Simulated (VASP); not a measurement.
Crystal: Ni.

```xyz
2
Lattice="0.0000 1.7250 1.7250 3.4500 0.0000 3.4500 1.7250 1.7250 0.0000" Properties=species:S:1:pos:R:3 pbc="T T T"
Ni    0.0000    0.0000    0.0000
Ni    1.7250    0.0000    1.7250
```

Base run:

- Program: VASP 6.6.1
- Functional: PBE
- Potentials or basis: VASP PAW PBE potentials, release 64 (Ni)
- Cutoff: 520 eV
- k mesh: 13 × 7 × 13
- Occupations: gaussian, width 0.1 eV
- Spin: collinear spin, ferromagnetic start
- Starting moments: [0.71, 0.71] μB

Its results: pressure 13.1 GPa; net moment 1.20 μB per cell; site moments Ni +0.61 μB.

**Question.** The run is repeated on the same cell with these changes: spin from collinear spin, ferromagnetic start to collinear spin, antiferromagnetic start; moments at the start from [0.71, 0.71] to [2.0, -2.0]. What comes out?

**Answer.** Pressure 12.4 GPa; net moment 0.00 μB per cell; site moments Ni +0.23, -0.23 μB.

Caveats: the cell stands under pressure.
